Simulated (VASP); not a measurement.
# InSe (R3m) in VASP: single point with PBEsol

Aim: the single point of InSe with PBEsol.

Everything below comes from runs of VASP 6.6.1. Logs are shortened: lines on timing, memory, paths and dates and some standing lists are left out, and cuts for length are marked.

**The experiment to reproduce.**

“The Interaction of Hydrogen with the van der Waals Crystal γ-InSe”, 2020, pmc:7321205 reports, for a bulk crystal of InSe at 300 K: band gap 1.25 eV.

The results are compared with them further down.

## (1) The cell of the first run

Symmetry: R3m, No. 160, trigonal system. The conventional cell has a = 4.000 Å, b = 4.000 Å, c = 25.320 Å, α = 90.00°, β = 90.00°, γ = 120.00°. Within 3.5 Å of In (site symmetry 3m) lie 3 Se at 2.64 Å and 1 In at 2.82 Å. In (site symmetry 3m) has 3 Se at 2.63 Å and 1 In at 2.82 Å within 3.5 Å. Se (site symmetry 3m) has 3 In at 2.64 Å within 3.5 Å. Within 3.5 Å of Se (site symmetry 3m) lie 3 In at 2.63 Å.

## (2) Single point, PBEsol

Input file INCAR:

```
PREC     = Accurate       # precision mode
ENCUT    = 500            # plane-wave cutoff, eV
EDIFF    = 1E-6           # SCF threshold, eV
ISMEAR   = 0              # smearing method
SIGMA    = 0.01           # smearing width, eV
LREAL    = False          # projectors in reciprocal space
LASPH    = True           # aspherical terms in the spheres
NELM     = 120            # most SCF steps
ALGO     = Normal         # electronic algorithm
ISIF     = 2              # what is computed and relaxed
LWAVE    = False          # write WAVECAR
LCHARG   = False          # write CHGCAR
GGA      = PS             # functional
NBANDS   = 27             # bands
GGA_COMPAT= False
```

Input file KPOINTS:

```
regular mesh
0
Gamma
  5 5 5
```

Input file POSCAR:

```
InSe
1.0
    2.0000000000      1.1547005384      8.4400000000
   -2.0000000000      1.1547005384      8.4400000000
    0.0000000000     -2.3094010768      8.4400000000
In Se
2 2
Direct
    0.0000000000      0.0000000000      0.0000000000
    0.8885996667      0.8885996667      0.8885996667
    0.3835003333      0.3835003333      0.3835003333
    0.1719000000      0.1719000000      0.1719000000
```

Potentials or basis: VASP PAW PBE potentials, release 64 (In_d, Se).

Run with:

```sh
cat potpaw_PBE.64/In_d/POTCAR potpaw_PBE.64/Se/POTCAR > POTCAR
mpirun -np 1 vasp_std > vasp.out
```

OUTCAR:

```text
PREC = Accurate
   ENCUT = 500
   EDIFF = 1E-6
   ISMEAR = 0
   LREAL = False
   LASPH = True
   NELM = 120
   ISIF = 2
   GGA = PS

 ion  position               nearest neighbor table
   1  0.000  0.000  0.000-   3 2.64   3 2.64   3 2.64   2 2.82
   2  0.889  0.889  0.889-   4 2.63   4 2.63   4 2.63   1 2.82
   3  0.384  0.384  0.384-   1 2.64   1 2.64   1 2.64
   4  0.172  0.172  0.172-   2 2.63   2 2.63   2 2.63

  LATTYP: Found a trigonal (rhomboedric) cell.
 ALAT       =     8.7502533297
 COS(alpha) =     0.8955162542

  Lattice vectors:

 A1 = (   2.0000000000,   1.1547005384,   8.4400000000)
 A2 = (  -2.0000000000,   1.1547005384,   8.4400000000)
 A3 = (   0.0000000000,  -2.3094010768,   8.4400000000)

Analysis of symmetry for initial positions (statically):
=====================================================================
 Subroutine PRICEL returns:
 Original cell was already a primitive cell.

 Routine SETGRP: Setting up the symmetry group for a
 trigonal (rhombohedral) supercell.

 Subroutine GETGRP returns: Found  6 space group operations
 (whereof  6 operations were pure point group operations)
 out of a pool of 12 trial point group operations.

The static configuration has the point symmetry C_3v.

Analysis of symmetry for dynamics (positions and initial velocities):
=====================================================================
 Subroutine PRICEL returns:
 Original cell was already a primitive cell.

 Routine SETGRP: Setting up the symmetry group for a
 trigonal (rhombohedral) supercell.

 Subroutine GETGRP returns: Found  6 space group operations
 (whereof  6 operations were pure point group operations)
 out of a pool of 12 trial point group operations.

The dynamic configuration has the point symmetry C_3v.

 Subroutine INISYM returns: Found  6 space group operations
 (whereof  6 operations are pure point group operations),
 and found     1 'primitive' translations

----------------------------------------------------------------------------------------

                                     Primitive cell

  volume of cell :     116.9481

  direct lattice vectors                    reciprocal lattice vectors
     2.000000000  1.154700538  8.440000000     0.250000000  0.144337567  0.039494471
[... 81 lines left out ...]
   LASPH  =      T    aspherical Exc in radial PAW
   ENCUT  =  500.0 eV  36.75 Ry    6.06 a.u.  15.95 15.95 15.95*2*pi/ulx,y,z
   NELM   =    120;   NELMIN=  2; NELMDL= -5     # of ELM steps
   EDIFF  = 0.1E-05   stopping-criterion for ELM
   LREAL  =      F    real-space projection
   EDIFFG = 0.1E-04   stopping-criterion for IOM
   NSW    =      0    number of steps for IOM
   IBRION =     -1    ionic relax: 0-MD 1-quasi-New 2-CG
   NFREE  =      0    steps in history (QN), initial steepest desc. (CG)
   ISIF   =      2    stress and relaxation
   ISYM   =      2    0-nonsym 1-usesym 2-fastsym
   POTIM  = 0.5000    time-step for ionic-motion
   TEBEG  =    0.0;   TEEND  =   0.0 temperature during run
   PSTRESS=    0.0 pullay stress
   NELECT =      38.0000    total number of electrons
   NUPDOWN=      -1.0000    fix difference up-down
   EMIN   =  10.00;   EMAX   =-10.00  energy-range for DOS
   EFERMI =   0.00;   METHOD = LEGACY
   ISMEAR =     0;   SIGMA  =   0.01  broadening in eV -4-tet -1-fermi 0-gaus
   EFERMI_NEDOS =   21; number of points for ismear=-14 and -15
   IALGO  =     38    algorithm
   IMIX   =      4    mixing-type and parameters
     AMIX     =   0.40;   BMIX     =  1.00
     AMIX_MAG =   1.60;   BMIX_MAG =  1.00
  volume/ion in A,a.u.               =      29.24       197.30
  Fermi-wavevector in a.u.,A,eV,Ry     =   1.125481  2.126852 17.234615  1.266709
  Thomas-Fermi vector in A             =   2.262159
   LORBIT       =      0    0 simple, 1 ext, 2 COOP (PROOUT), +10 PAW based schemes
   GGA     = PS    functional components
   LHFCALC =     F    Hartree Fock is set to
   AEXX    =    0.0000 exact exchange contribution
   IVDW    =     0    specifies the selected vdW correction
   LEPSILON=     F    determine dielectric tensor
   LRPA    =     F    only Hartree local field effects (RPA)
 non-spin polarized calculation
 Gauss-broadening in eV      SIGMA  =   0.01
  energy-cutoff  :      500.00
  volume of cell :      116.95
 maximum number of plane-waves:      2998
   NGX = 31   NGY = 31   NGZ = 31

 number of electron      38.0000005 magnetization

 Free energy of the ion-electron system (eV)
  ---------------------------------------------------
  ext. energy  EPLUGINS =         0.00000000
  ---------------------------------------------------
  free energy    TOTEN  =       -15.57232923 eV

  energy without entropy =      -15.57232923  energy(sigma->0) =      -15.57232923

 E-fermi :   3.7171     XC(G=0):  -9.0970

 val. band max:        3.6744345969   @ k =   0.4000   0.4000   0.4000
 cond. band min:       4.5921990654   @ k =   0.4000   0.4000   0.4000
 fundamental gap:      0.9177644685
 Fermi energy:         3.7170850900

 k-point     1 :       0.0000    0.0000    0.0000
  band No.  band energies     occupation
      1     -10.7443      2.00000
      2     -10.5705      2.00000
      3     -10.5705      2.00000
      4     -10.4968      2.00000
      5     -10.4968      2.00000
      6     -10.4733      2.00000
[... 559 lines left out ...]
     26      10.2856      0.00000
     27      10.8773      0.00000

------------------------ aborting loop because EDIFF is reached ----------------------------------------

  FORCE on cell =-STRESS in cart. coord.  units (eV):
  Direction    XX          YY          ZZ          XY          YZ          ZX
  --------------------------------------------------------------------------------------
  -------------------------------------------------------------------------------------
  Total        0.5090345      0.5090345     -0.3559323     -0.0000000     -0.0000000      0.0000000
  in kB        6.9737241      6.9737241     -4.8762390     -0.0000000     -0.0000000      0.0000000
  external PRESSURE =       3.0237364 kB  Pullay stress =       0.0000000 kB

 VOLUME and BASIS-vectors are now :
 -----------------------------------------------------------------------------
  energy-cutoff  :      500.00
  volume of cell :      116.95
      direct lattice vectors                 reciprocal lattice vectors
     2.000000000  1.154700538  8.440000000     0.250000000  0.144337567  0.039494471
    -2.000000000  1.154700538  8.440000000    -0.250000000  0.144337567  0.039494471
     0.000000000 -2.309401077  8.440000000     0.000000000 -0.288675135  0.039494471

 POSITION                                       TOTAL-FORCE (eV/Angst)
 -----------------------------------------------------------------------------------
      0.00000      0.00000      0.00000         0.000000     -0.000000     -0.290745
      0.00000      0.00000     22.49934         0.000000     -0.000000      0.309006
      0.00000      0.00000      9.71023         0.000000      0.000000      0.086397
      0.00000      0.00000      4.35251         0.000000      0.000000     -0.104658
 -----------------------------------------------------------------------------------
    total drift:                                0.000000      0.000000     -0.000688

  FREE ENERGIE OF THE ION-ELECTRON SYSTEM (eV)
  ---------------------------------------------------
  free  energy   TOTEN  =       -15.5723292264 eV

  energy  without entropy=      -15.5723292264  energy(sigma->0) =      -15.57232923
```

OSZICAR:

```text
N       E                     dE             d eps       ncg     rms          rms(c)
DAV:   1     0.333886414246E+03    0.33389E+03   -0.16978E+04  1026   0.151E+03
DAV:   2     0.234936596925E+02   -0.31039E+03   -0.30043E+03  1040   0.378E+02
DAV:   3    -0.143215227959E+02   -0.37815E+02   -0.36951E+02  1287   0.145E+02
DAV:   4    -0.159701413221E+02   -0.16486E+01   -0.16443E+01  1236   0.309E+01
DAV:   5    -0.160396850503E+02   -0.69544E-01   -0.69533E-01  1542   0.605E+00    0.651E+00
DAV:   6    -0.156068403241E+02    0.43284E+00   -0.82630E-01  1432   0.156E+01    0.394E+00
DAV:   7    -0.155754855676E+02    0.31355E-01   -0.32803E-01  1440   0.438E+00    0.112E+00
DAV:   8    -0.155721163916E+02    0.33692E-02   -0.30195E-02  1543   0.190E+00    0.546E-01
DAV:   9    -0.155722465443E+02   -0.13015E-03   -0.47534E-03  1265   0.497E-01    0.138E-01
DAV:  10    -0.155722733642E+02   -0.26820E-04   -0.30845E-04  1401   0.125E-01    0.730E-02
DAV:  11    -0.155723301119E+02   -0.56748E-04   -0.10778E-04  1253   0.966E-02    0.186E-02
DAV:  12    -0.155723263835E+02    0.37285E-05   -0.14827E-05  1529   0.440E-02    0.138E-02
DAV:  13    -0.155723287405E+02   -0.23571E-05   -0.35807E-06   978   0.102E-02    0.649E-03
DAV:  14    -0.155723292264E+02   -0.48585E-06   -0.13472E-06   900   0.153E-02
   1 F= -.15572329E+02 E0= -.15572329E+02  d E =-.113618E-11
```

stdout:

```text
POSCAR found type information on POSCAR InSe
 POSCAR found :  2 types and       4 ions
 scaLAPACK will be used
 -----------------------------------------------------------------------------
|                                                                             |
|                                                                             |
|     You enforced a specific xc type in the INCAR file but a different       |
|     I HOPE YOU KNOW WHAT YOU ARE DOING!                                     |
|                                                                             |
 -----------------------------------------------------------------------------

 LDA part: xc-table for (Slater+PW92), standard interpolation
 POSCAR, INCAR and KPOINTS ok, starting setup
 FFT: planning ... GRIDC
 FFT: planning ... GRID_SOFT
 FFT: planning ... GRID
 WAVECAR not read
 entering main loop
```

It took 7.4 min on 1 thread of Intel Xeon 8259CL, shared host; peak memory 0.54 GiB.

Results:

| Quantity | Value |
| --- | --- |
| Free energy | -15.5723 eV |
| Pressure | 0.3 GPa |
| Largest force | 0.309 eV/Å |
| Band gap on the k mesh | 0.92 eV |

Forces on the atoms (eV/Å):
```
In   0.000  0.000 -0.291
In   0.000  0.000  0.309
Se   0.000  0.000  0.086
Se   0.000  0.000 -0.105
```

Stress tensor (GPa, compression positive):
```
 0.70  0.00  0.00
 0.00  0.70  0.00
 0.00  0.00 -0.49
```

Levels at points of the mesh, in eV from the valence-band top:
| k point | band 16 | band 17 | band 18 | band 19 | band 20 | band 21 | band 22 | band 23 |
| --- | --- | --- | --- | --- | --- | --- | --- | --- |
| (0.00, 0.00, 0.00) | -1.00 | -1.00 | -0.91 | -0.91 | 1.93 | 2.29 | 4.65 | 4.65 |

Caveat: the PAW data sets were made with another functional, which shifts forces and pressure a little; spin-orbit coupling is left out, which moves the levels of the heavy elements.

## (3) Against experiment

Step 2. A measured gap of InSe is 1.25 eV (300 K; “The Interaction of Hydrogen with the van der Waals Crystal γ-InSe”, 2020, pmc:7321205); the calculated 0.92 eV misses it by -0.33 eV. Spin-orbit coupling on In, Se is left out. The value is that of PBEsol on a finite k mesh, which can miss the band edges, without temperature or zero-point motion. Semilocal functionals fall short of measured gaps as a rule.
